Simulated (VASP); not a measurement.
# AlN (P1) in VASP: single point with r2SCAN

Aim: the single point of AlN with r2SCAN.

Everything below comes from runs of VASP 6.6.1. Logs are shortened: lines on timing, memory, paths and dates and some standing lists are left out, and cuts for length are marked.

**1. The cell of the first run**

The typed cell holds 2 atoms: a = 3.089 Å, b = 3.089 Å, c = 3.089 Å, α = 60.00°, β = 60.00°, γ = 60.00°.

**2. Single point, r2SCAN (atom 2 (N) moved by (-0.300, -0.150) A along x and z)**

Contents of POSCAR:

```
AlN
1.0
    0.0000000000      2.1839935596      2.1839935596
    2.1839935596      0.0000000000      2.1839935596
    2.1839935596      2.1839935596      0.0000000000
Al N
1 1
Direct
    0.0000000000      0.0000000000      0.0000000000
    0.7843407606      0.6469777182      0.7156592394
```

Contents of INCAR.step1:

```
SYSTEM = AlN
ALGO = Normal
EDIFF = 1E-4
ENCUT = 520
GGA = PE
ISMEAR = 0
LASPH = .TRUE.
LCHARG = .FALSE.
LREAL = .FALSE.
LWAVE = .TRUE.
NBANDS = 11
NELM = 100
PREC = Accurate
SIGMA = 0.05
```

Contents of INCAR.step2:

```
SYSTEM = AlN
ALGO = Normal
EDIFF = 1E-6
ENCUT = 520
ISIF = 2
ISMEAR = 0
ISTART = 1
LASPH = .TRUE.
LCHARG = .FALSE.
LMIXTAU = .TRUE.
LREAL = .FALSE.
LWAVE = .FALSE.
METAGGA = R2SCAN
NBANDS = 11
NELM = 100
PREC = Accurate
SIGMA = 0.05
```

Contents of KPOINTS:

```
k-points
0
G
  10 10 10
  0 0 0
```

Potentials or basis: VASP PAW PBE potentials, release 64 (Al, N).

Started as:

```
> cat potpaw_PBE.64/Al/POTCAR potpaw_PBE.64/N/POTCAR > POTCAR
> cp INCAR.step1 INCAR
> mpirun -np 1 vasp_std > vasp.out
> cp INCAR.step2 INCAR
> mpirun -np 1 vasp_std > vasp.out
```

OUTCAR:

```text
SYSTEM = AlN
   EDIFF = 1E-6
   ENCUT = 520
   ISIF = 2
   ISMEAR = 0
   ISTART = 1
   LASPH = .TRUE.
   LREAL = .FALSE.
   METAGGA = R2SCAN
   NELM = 100
   PREC = Accurate

 ion  position               nearest neighbor table
   1  0.000  0.000  0.000-   2 1.65   2 1.83   2 2.00   2 2.16
   2  0.784  0.647  0.716-   1 1.65   1 1.83   1 2.00   1 2.16

  LATTYP: Found a face centered cubic cell.
 ALAT       =     4.3679871192

  Lattice vectors:

 A1 = (   0.0000000000,   2.1839935596,   2.1839935596)
 A2 = (   2.1839935596,   0.0000000000,   2.1839935596)
 A3 = (   2.1839935596,   2.1839935596,   0.0000000000)

Analysis of symmetry for initial positions (statically):
=====================================================================
 Subroutine PRICEL returns:
 Original cell was already a primitive cell.

 Routine SETGRP: Setting up the symmetry group for a
 face centered cubic supercell.

 Subroutine GETGRP returns: Found  1 space group operations
 (whereof  1 operations were pure point group operations)
 out of a pool of 48 trial point group operations.

The static configuration has the point symmetry C_1 .

Analysis of symmetry for dynamics (positions and initial velocities):
=====================================================================
 Subroutine PRICEL returns:
 Original cell was already a primitive cell.

 Routine SETGRP: Setting up the symmetry group for a
 face centered cubic supercell.

 Subroutine GETGRP returns: Found  1 space group operations
 (whereof  1 operations were pure point group operations)
 out of a pool of 48 trial point group operations.

The dynamic configuration has the point symmetry C_1 .

 Subroutine INISYM returns: Found  1 space group operations
 (whereof  1 operations are pure point group operations),
 and found     1 'primitive' translations

----------------------------------------------------------------------------------------

                                     Primitive cell

  volume of cell :      20.8345

  direct lattice vectors                    reciprocal lattice vectors
     0.000000000  2.183993560  2.183993560    -0.228938404  0.228938404  0.228938404
     2.183993560  0.000000000  2.183993560     0.228938404 -0.228938404  0.228938404
     2.183993560  2.183993560  0.000000000     0.228938404  0.228938404 -0.228938404

  length of vectors
     3.088633312  3.088633312  3.088633312     0.396532948  0.396532948  0.396532948

  position of ions in fractional coordinates (direct lattice)
     0.000000000  0.000000000  0.000000000
[... 87 lines left out ...]
   TEBEG  =    0.0;   TEEND  =   0.0 temperature during run
   PSTRESS=    0.0 pullay stress
   NELECT =       8.0000    total number of electrons
   NUPDOWN=      -1.0000    fix difference up-down
   EMIN   =  10.00;   EMAX   =-10.00  energy-range for DOS
   EFERMI =   0.00;   METHOD = LEGACY
   ISMEAR =     0;   SIGMA  =   0.05  broadening in eV -4-tet -1-fermi 0-gaus
   EFERMI_NEDOS =   21; number of points for ismear=-14 and -15
   IALGO  =     38    algorithm
   IMIX   =      4    mixing-type and parameters
     AMIX     =   0.40;   BMIX     =  1.00
     AMIX_MAG =   1.60;   BMIX_MAG =  1.00
  volume/ion in A,a.u.               =      10.42        70.30
  Fermi-wavevector in a.u.,A,eV,Ry     =   1.189899  2.248583 19.263943  1.415860
  Thomas-Fermi vector in A             =   2.325996
   LORBIT       =      0    0 simple, 1 ext, 2 COOP (PROOUT), +10 PAW based schemes
   METAGGA = R2SCAN    functional components
   LHFCALC =     F    Hartree Fock is set to
   AEXX    =    0.0000 exact exchange contribution
   IVDW    =     0    specifies the selected vdW correction
   LEPSILON=     F    determine dielectric tensor
   LRPA    =     F    only Hartree local field effects (RPA)
 non-spin polarized calculation
 Gauss-broadening in eV      SIGMA  =   0.05
  energy-cutoff  :      520.00
  volume of cell :       20.83
 maximum number of plane-waves:       571
   NGX = 11   NGY = 11   NGZ = 11

 number of electron       8.0000000 magnetization

 Free energy of the ion-electron system (eV)
  ---------------------------------------------------
  ext. energy  EPLUGINS =         0.00000000
  ---------------------------------------------------
  free energy    TOTEN  =       -18.29243949 eV

  energy without entropy =      -18.29243949  energy(sigma->0) =      -18.29243949

 E-fermi :   6.7101     XC(G=0): -11.4014

 val. band max:        6.4355791604   @ k =   0.0000   0.0000   0.0000
 cond. band min:       9.5398955983   @ k =   0.5000   0.0000   0.5000
 fundamental gap:      3.1043164379
 Fermi energy:         6.7101278672

 k-point     1 :       0.0000    0.0000    0.0000
  band No.  band energies     occupation
      1     -10.0864      2.00000
      2       4.7836      2.00000
      3       5.7009      2.00000
      4       6.4356      2.00000
      5      10.3281      0.00000
      6      19.1191      0.00000
      7      19.2102      0.00000
      8      19.4356      0.00000
      9      23.9657      0.00000
     10      24.0084      0.00000
     11      24.9101      0.00000
[... 309 lines left out ...]
 k-point    24 :       0.1000    0.0000    0.1000
  band No.  band energies     occupation
      1      -9.8923      2.00000
      2       4.3051      2.00000
      3       5.4882      2.00000
      4       5.9777      2.00000
      5      11.1570      0.00000
      6      18.0454      0.00000
      7      19.3810      0.00000
      8      20.2024      0.00000
      9      21.2302      0.00000
     10      24.4663      0.00000
     11      26.1404      0.00000

 [... further k-points ...]

------------------------ aborting loop because EDIFF is reached ----------------------------------------

  FORCE on cell =-STRESS in cart. coord.  units (eV):
  Direction    XX          YY          ZZ          XY          YZ          ZX
  --------------------------------------------------------------------------------------
  -------------------------------------------------------------------------------------
  Total        0.4297405      3.1040065      2.1876683     -1.8996561     -3.3306503      1.6511103
  in kB       33.0470616    238.6982061    168.2317666   -146.0836178   -256.1271192    126.9704338
  external PRESSURE =     146.6590114 kB  Pullay stress =       0.0000000 kB

 VOLUME and BASIS-vectors are now :
 -----------------------------------------------------------------------------
  energy-cutoff  :      520.00
  volume of cell :       20.83
      direct lattice vectors                 reciprocal lattice vectors
     0.000000000  2.183993560  2.183993560    -0.228938404  0.228938404  0.228938404
     2.183993560  0.000000000  2.183993560     0.228938404 -0.228938404  0.228938404
     2.183993560  2.183993560  0.000000000     0.228938404  0.228938404 -0.228938404

 POSITION                                       TOTAL-FORCE (eV/Angst)
 -----------------------------------------------------------------------------------
      0.00000      0.00000      0.00000        -4.582373      3.053595     -3.110233
      2.97599      3.27599      3.12599         4.582373     -3.053595      3.110233
 -----------------------------------------------------------------------------------
    total drift:                                0.000012     -0.000331     -0.000534

  FREE ENERGIE OF THE ION-ELECTRON SYSTEM (eV)
  ---------------------------------------------------
  free  energy   TOTEN  =       -18.2924394874 eV

  energy  without entropy=      -18.2924394874  energy(sigma->0) =      -18.29243949
```

OSZICAR.step1:

```text
N       E                     dE             d eps       ncg     rms          rms(c)
DAV:   1     0.118832076873E+02    0.11883E+02   -0.39035E+03 11336   0.607E+02
DAV:   2    -0.158148908423E+02   -0.27698E+02   -0.26626E+02 13319   0.139E+02
DAV:   3    -0.167380269201E+02   -0.92314E+00   -0.92195E+00 13589   0.241E+01
DAV:   4    -0.167428569220E+02   -0.48300E-02   -0.48297E-02 12605   0.190E+00
DAV:   5    -0.167429147513E+02   -0.57829E-04   -0.57829E-04 13425   0.201E-01    0.932E+00
DAV:   6    -0.140076460337E+02    0.27353E+01   -0.13672E+01 12735   0.185E+01    0.303E+00
DAV:   7    -0.139913521495E+02    0.16294E-01   -0.19639E-01 12480   0.353E+00    0.218E+00
DAV:   8    -0.139807452128E+02    0.10607E-01   -0.37515E-02 12408   0.171E+00    0.478E-01
DAV:   9    -0.139795206563E+02    0.12246E-02   -0.55623E-03 13203   0.469E-01    0.187E-01
DAV:  10    -0.139795940645E+02   -0.73408E-04   -0.47515E-04 12135   0.160E-01
   1 F= -.13979594E+02 E0= -.13979594E+02  d E =-.146122E-15
```

Wall time 2.1 min (1 thread of Intel Xeon Platinum 8488C (Sapphire Rapids), shared host); peak memory 0.22 GiB.

What came out:

```yaml
Free_energy: -18.2924 eV
Pressure: 14.7 GPa
Largest_force: 6.324 eV/Å
Band_gap_on_the_k_mesh: 3.10 eV (least direct gap 3.89 eV)
```

Forces on the atoms (eV/Å):
```
Al  -4.582  3.054 -3.110
N    4.582 -3.054  3.110
```

Stress tensor (GPa, compression positive):
```
  3.30 -14.61  12.70
-14.61  23.87 -25.61
 12.70 -25.61  16.82
```

Levels at points of the mesh, in eV from the valence-band top:
```
           k point  band 2  band 3  band 4  band 5  band 6  band 7
(0.00, 0.00, 0.00)   -1.65   -0.73    0.00    3.89   12.68   12.77
(0.50, 0.00, 0.00)   -6.53   -1.99   -0.71    7.10    9.85   11.08
(0.00, 0.50, 0.00)   -6.91   -1.20   -0.62    6.97    9.46   11.13
(0.00, 0.00, 0.50)   -6.76   -1.58   -0.64    6.97    9.62   10.88
(0.50, 0.50, 0.50)   -6.31   -2.04   -1.17    7.45   10.03   10.90
(0.50, 0.50, 0.00)   -5.76   -2.71   -2.23    3.14    8.22   13.73
(0.00, 0.50, 0.50)   -5.70   -3.14   -2.10    3.27    8.67   13.82
(0.50, 0.00, 0.50)   -5.77   -2.50   -2.35    3.10    8.10   13.70
```

Caveat: the cell differs from its parent crystal (atom 2 (N) moved by (-0.300, -0.150) A along x and z); the cell stands under pressure; the PAW data sets were made with another functional, which shifts forces and pressure a little. A k mesh can miss the band edges.
